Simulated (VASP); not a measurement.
# Ba2C3 (Pm-3m) in VASP: single point with PBE

Aim: the single point of Ba2C3 with PBE.

Everything below comes from runs of VASP 6.6.1. Logs are shortened: lines on timing, memory, paths and dates and some standing lists are left out, and cuts for length are marked.

## (1) The cell of the first run

The structure is cubic, space group Pm-3m (No. 221). The conventional cell has a = 4.754 Å, b = 4.754 Å, c = 4.754 Å, α = 90.00°, β = 90.00°, γ = 90.00°. Ba (site symmetry m-3m) has 12 C at 3.36 Å and 8 Ba at 4.12 Å within 4.4 Å. Within 3.1 Å of Ba (site symmetry m-3m) lie 6 C at 2.38 Å. Within 3.1 Å of C (site symmetry 4/mmm) lie 2 Ba at 2.38 Å.

The cell was built from a structure type or drawn by symmetry, and may not be a known phase.

## (2) Single point, PBE

Contents of INCAR:

```
PREC     = Accurate       # precision mode
ENCUT    = 910            # plane-wave cutoff, eV
EDIFF    = 1E-6           # SCF threshold, eV
ISMEAR   = 0              # smearing method
SIGMA    = 0.1            # smearing width, eV
LREAL    = False          # projectors in reciprocal space
LASPH    = True           # aspherical terms in the spheres
NELM     = 120            # most SCF steps
ALGO     = Normal         # electronic algorithm
ISIF     = 2              # what is computed and relaxed
LWAVE    = False          # write WAVECAR
LCHARG   = False          # write CHGCAR
GGA      = PE             # functional
NBANDS   = 24             # bands
GGA_COMPAT= False
```

Contents of KPOINTS:

```
Automatic mesh
0
Gamma
  4 4 4
```

Contents of POSCAR:

```
Ba2C3
1.0
    4.7535791700      0.0000000000      0.0000000000
    0.0000000000      4.7535791700      0.0000000000
    0.0000000000      0.0000000000      4.7535791700
Ba C
2 3
Direct
    0.5000000000      0.5000000000      0.5000000000
    0.0000000000      0.0000000000      0.0000000000
    0.5000000000      0.0000000000      0.0000000000
    0.0000000000      0.5000000000      0.0000000000
    0.0000000000      0.0000000000      0.5000000000
```

Potentials or basis: VASP PAW PBE potentials, release 64 (Ba_sv, C_h).

Command:

```
cat potpaw_PBE.64/Ba_sv/POTCAR potpaw_PBE.64/C_h/POTCAR > POTCAR
mpirun -np 1 vasp_std > vasp.out
```

OUTCAR:

```text
PREC = Accurate
   ENCUT = 910
   EDIFF = 1E-6
   ISMEAR = 0
   LREAL = False
   LASPH = True
   NELM = 120
   ISIF = 2
   GGA = PE

 ion  position               nearest neighbor table
   1  0.500  0.500  0.500-   2 4.12   2 4.12   2 4.12   2 4.12   2 4.12   2 4.12   2 4.12   2 4.12

   2  0.000  0.000  0.000-   3 2.38   4 2.38   5 2.38   5 2.38   4 2.38   3 2.38   1 4.12   1 4.12
                             1 4.12   1 4.12   1 4.12   1 4.12   1 4.12   1 4.12
   3  0.500  0.000  0.000-   2 2.38   2 2.38
   4  0.000  0.500  0.000-   2 2.38   2 2.38
   5  0.000  0.000  0.500-   2 2.38   2 2.38

  LATTYP: Found a simple cubic cell.
 ALAT       =     4.7535791700

  Lattice vectors:

 A1 = (   4.7535791700,   0.0000000000,   0.0000000000)
 A2 = (   0.0000000000,   4.7535791700,   0.0000000000)
 A3 = (   0.0000000000,   0.0000000000,   4.7535791700)

Analysis of symmetry for initial positions (statically):
=====================================================================
 Subroutine PRICEL returns:
 Original cell was already a primitive cell.

 Routine SETGRP: Setting up the symmetry group for a
 simple cubic supercell.

 Subroutine GETGRP returns: Found 48 space group operations
 (whereof 48 operations were pure point group operations)
 out of a pool of 48 trial point group operations.

The static configuration has the point symmetry O_h .

Analysis of symmetry for dynamics (positions and initial velocities):
=====================================================================
 Subroutine PRICEL returns:
 Original cell was already a primitive cell.

 Routine SETGRP: Setting up the symmetry group for a
 simple cubic supercell.

 Subroutine GETGRP returns: Found 48 space group operations
 (whereof 48 operations were pure point group operations)
 out of a pool of 48 trial point group operations.

The dynamic configuration has the point symmetry O_h .

 Subroutine INISYM returns: Found 48 space group operations
 (whereof 48 operations are pure point group operations),
 and found     1 'primitive' translations

----------------------------------------------------------------------------------------

                                     Primitive cell

  volume of cell :     107.4143

  direct lattice vectors                    reciprocal lattice vectors
     4.753579170  0.000000000  0.000000000     0.210367802  0.000000000  0.000000000
     0.000000000  4.753579170  0.000000000     0.000000000  0.210367802  0.000000000
     0.000000000  0.000000000  4.753579170     0.000000000  0.000000000  0.210367802

  length of vectors
     4.753579170  4.753579170  4.753579170     0.210367802  0.210367802  0.210367802

  position of ions in fractional coordinates (direct lattice)
     0.500000000  0.500000000  0.500000000
     0.000000000  0.000000000  0.000000000
     0.500000000  0.000000000  0.000000000
     0.000000000  0.500000000  0.000000000
     0.000000000  0.000000000  0.500000000

  ion indices of the primitive-cell ions
   primitive index   ion index
                 1           1
                 2           2
                 3           3
                 4           4
                 5           5

----------------------------------------------------------------------------------------

 KPOINTS: Automatic mesh

Automatic generation of k-mesh.
 Grid dimensions read from file:
 generate k-points for:    4    4    4

 Generating k-lattice:

  Cartesian coordinates                     Fractional coordinates (reciprocal lattice)
     0.052591950  0.000000000  0.000000000     0.250000000  0.000000000  0.000000000
     0.000000000  0.052591950  0.000000000     0.000000000  0.250000000  0.000000000
     0.000000000  0.000000000  0.052591950     0.000000000  0.000000000  0.250000000

  Length of vectors
     0.052591950  0.052591950  0.052591950

  Shift w.r.t. Gamma in fractional coordinates (k-lattice)
     0.000000000  0.000000000  0.000000000

 Subroutine IBZKPT returns following result:
 ===========================================

 Found     10 irreducible k-points:

 Following reciprocal coordinates:
            Coordinates               Weight
  0.000000  0.000000  0.000000      1.000000
  0.250000  0.000000  0.000000      6.000000
  0.500000  0.000000  0.000000      3.000000
  0.250000  0.250000  0.000000     12.000000
  0.500000  0.250000  0.000000     12.000000
  0.500000  0.500000  0.000000      3.000000
  0.250000  0.250000  0.250000      8.000000
  0.500000  0.250000  0.250000     12.000000
  0.500000  0.500000  0.250000      6.000000
  0.500000  0.500000  0.500000      1.000000
   k-points           NKPTS =     10   k-points in BZ     NKDIM =     10   number of bands    NBANDS=     24
   number of dos      NEDOS =    301   number of ions     NIONS =      5
   total plane-waves  NPLWV = 110592
   dimension x,y,z NGX =    48 NGY =   48 NGZ =   48
   dimension x,y,z NGXF=    96 NGYF=   96 NGZF=   96
   ions per type =               2   3
   NGX,Y,Z   is equivalent  to a cutoff of  16.79, 16.79, 16.79 a.u.
   NGXF,Y,Z  is equivalent  to a cutoff of  33.57, 33.57, 33.57 a.u.
 SYSTEM =  unknown system
   PREC   = accura    normal or accurate (medium, high low for compatibility)
   ISTART =      0    job   : 0-new  1-cont  2-samecut
   ICHARG =      2    charge: 1-file 2-atom 10-const
   ISPIN  =      1    spin polarized calculation?
   LNONCOLLINEAR =      F non collinear calculations
   LSORBIT =      F    spin-orbit coupling
   LASPH  =      T    aspherical Exc in radial PAW
   ENCUT  =  910.0 eV  66.88 Ry    8.18 a.u.  11.69 11.69 11.69*2*pi/ulx,y,z
   NELM   =    120;   NELMIN=  2; NELMDL= -5     # of ELM steps
   EDIFF  = 0.1E-05   stopping-criterion for ELM
   LREAL  =      F    real-space projection
   EDIFFG = 0.1E-04   stopping-criterion for IOM
   NSW    =      0    number of steps for IOM
   IBRION =     -1    ionic relax: 0-MD 1-quasi-New 2-CG
   NFREE  =      0    steps in history (QN), initial steepest desc. (CG)
   ISIF   =      2    stress and relaxation
   ISYM   =      2    0-nonsym 1-usesym 2-fastsym
   POTIM  = 0.5000    time-step for ionic-motion
   TEBEG  =    0.0;   TEEND  =   0.0 temperature during run
   PSTRESS=    0.0 pullay stress
   NELECT =      32.0000    total number of electrons
   NUPDOWN=      -1.0000    fix difference up-down
   EMIN   =  10.00;   EMAX   =-10.00  energy-range for DOS
   EFERMI =   0.00;   METHOD = LEGACY
   ISMEAR =     0;   SIGMA  =   0.10  broadening in eV -4-tet -1-fermi 0-gaus
   EFERMI_NEDOS =   21; number of points for ismear=-14 and -15
   IALGO  =     38    algorithm
   IMIX   =      4    mixing-type and parameters
     AMIX     =   0.40;   BMIX     =  1.00
     AMIX_MAG =   1.60;   BMIX_MAG =  1.00
  volume/ion in A,a.u.               =      21.48       144.97
  Fermi-wavevector in a.u.,A,eV,Ry     =   1.093379  2.066187 16.265463  1.195478
  Thomas-Fermi vector in A             =   2.229663
   LORBIT       =      0    0 simple, 1 ext, 2 COOP (PROOUT), +10 PAW based schemes
   GGA     = PE    functional components
   LHFCALC =     F    Hartree Fock is set to
   AEXX    =    0.0000 exact exchange contribution
   IVDW    =     0    specifies the selected vdW correction
   LEPSILON=     F    determine dielectric tensor
   LRPA    =     F    only Hartree local field effects (RPA)
 non-spin polarized calculation
 Gauss-broadening in eV      SIGMA  =   0.10
  energy-cutoff  :      910.00
  volume of cell :      107.41
 maximum number of plane-waves:      6728
 NGX is ok and might be reduce to    48
   NGX = 23   NGY = 23   NGZ = 23

 number of electron      32.0000001 magnetization

 Free energy of the ion-electron system (eV)
  ---------------------------------------------------
  ext. energy  EPLUGINS =         0.00000000
  ---------------------------------------------------
  free energy    TOTEN  =       -18.84915450 eV

  energy without entropy =      -18.84097681  energy(sigma->0) =      -18.84506565

 E-fermi :   2.3259     XC(G=0):  -9.4921

 val. band max:        2.1837620027   @ k =   0.2500   0.2500   0.0000
 cond. band min:       2.3427149924   @ k =   0.0000   0.0000   0.0000
 fundamental gap:      0.1589529897
 Fermi energy:         2.3258983041

 k-point     1 :       0.0000    0.0000    0.0000
  band No.  band energies     occupation
      1     -24.5536      2.00000
      2     -24.2040      2.00000
      3     -10.3417      2.00000
      4     -10.3417      2.00000
      5     -10.3417      2.00000
      6      -9.5429      2.00000
[... 16 lines left out ...]
     23       5.6443      0.00000
     24       5.7441      0.00000

 k-point     2 :       0.2500    0.0000    0.0000
  band No.  band energies     occupation
      1     -24.5375      2.00000
      2     -24.2091      2.00000
      3     -10.8139      2.00000
      4     -10.2709      2.00000
      5     -10.2709      2.00000
      6      -9.8085      2.00000
[... 16 lines left out ...]
     23       6.6845      0.00000
     24       6.9902      0.00000

 k-point     3 :       0.5000    0.0000    0.0000
  band No.  band energies     occupation
      1     -24.5207      2.00000
      2     -24.2150      2.00000
      3     -11.1845      2.00000
      4     -10.1835      2.00000
      5     -10.1835      2.00000
      6      -9.9855      2.00000
[... 16 lines left out ...]
     23       7.5229      0.00000
     24       7.5939      0.00000
[... 136 lines left out ...]
 k-point     9 :       0.5000    0.5000    0.2500
  band No.  band energies     occupation
      1     -24.5100      2.00000
      2     -24.1887      2.00000
      3     -11.2278      2.00000
      4     -11.2278      2.00000
      5     -10.7159      2.00000
      6      -9.7388      2.00000
[... 16 lines left out ...]
     23       7.8667      0.00000
     24       7.9272      0.00000

 k-point    10 :       0.5000    0.5000    0.5000
  band No.  band energies     occupation
      1     -24.5067      2.00000
      2     -24.1801      2.00000
      3     -11.1212      2.00000
      4     -11.1212      2.00000
      5     -11.1212      2.00000
      6      -9.8307      2.00000
[... 16 lines left out ...]
     23       7.0981      0.00000
     24       8.3706      0.00000

------------------------ aborting loop because EDIFF is reached ----------------------------------------

  FORCE on cell =-STRESS in cart. coord.  units (eV):
  Direction    XX          YY          ZZ          XY          YZ          ZX
  --------------------------------------------------------------------------------------
  -------------------------------------------------------------------------------------
  Total        0.3865199      0.3865199      0.3865199      0.0000000      0.0000000     -0.0000000
  in kB        5.7652777      5.7652777      5.7652777      0.0000000      0.0000000     -0.0000000
  external PRESSURE =       5.7652777 kB  Pullay stress =       0.0000000 kB

 VOLUME and BASIS-vectors are now :
 -----------------------------------------------------------------------------
  energy-cutoff  :      910.00
  volume of cell :      107.41
      direct lattice vectors                 reciprocal lattice vectors
     4.753579170  0.000000000  0.000000000     0.210367802  0.000000000  0.000000000
     0.000000000  4.753579170  0.000000000     0.000000000  0.210367802  0.000000000
     0.000000000  0.000000000  4.753579170     0.000000000  0.000000000  0.210367802

 POSITION                                       TOTAL-FORCE (eV/Angst)
 -----------------------------------------------------------------------------------
      2.37679      2.37679      2.37679         0.000000      0.000000      0.000000
      0.00000      0.00000      0.00000         0.000000      0.000000      0.000000
      2.37679      0.00000      0.00000         0.000000      0.000000      0.000000
      0.00000      2.37679      0.00000         0.000000      0.000000      0.000000
      0.00000      0.00000      2.37679         0.000000      0.000000      0.000000
 -----------------------------------------------------------------------------------
    total drift:                                0.000000     -0.000000      0.000000

  FREE ENERGIE OF THE ION-ELECTRON SYSTEM (eV)
  ---------------------------------------------------
  free  energy   TOTEN  =       -18.8491544986 eV

  energy  without entropy=      -18.8409768083  energy(sigma->0) =      -18.84506565
```

It took 76 s on 1 thread of AMD EPYC 7R43 (Zen 3), shared host; peak memory 0.3 GiB.

What came out:

- Free energy: -18.8492 eV
- Pressure: 0.6 GPa
- Band gap on the k mesh: zero (bands 16 and 17 overlap by 0.89 eV)

Levels at points of the mesh, in eV from the Fermi level:
| k point | band 13 | band 14 | band 15 | band 16 | band 17 | band 18 | band 19 | band 20 |
| --- | --- | --- | --- | --- | --- | --- | --- | --- |
| (0.00, 0.00, 0.00) | 0.02 | 0.02 | 0.05 | 0.05 | 0.05 | 2.58 | 2.58 | 2.58 |
| (0.50, 0.00, 0.00) | -0.90 | -0.90 | -0.86 | -0.85 | -0.49 | -0.49 | 2.56 | 2.56 |
| (0.50, 0.50, 0.00) | -2.15 | -1.42 | -1.42 | -1.32 | -0.18 | -0.18 | 1.07 | 2.60 |
| (0.50, 0.50, 0.50) | -2.16 | -2.16 | -2.12 | -2.12 | -0.66 | 1.19 | 1.19 | 1.19 |

Caveat: the cutoff is under 1.25 times the usual one of these potentials, so pressure, stress and relaxed cells hold a basis-set (Pulay) error; spin-orbit coupling is left out, which moves the levels of the heavy elements.
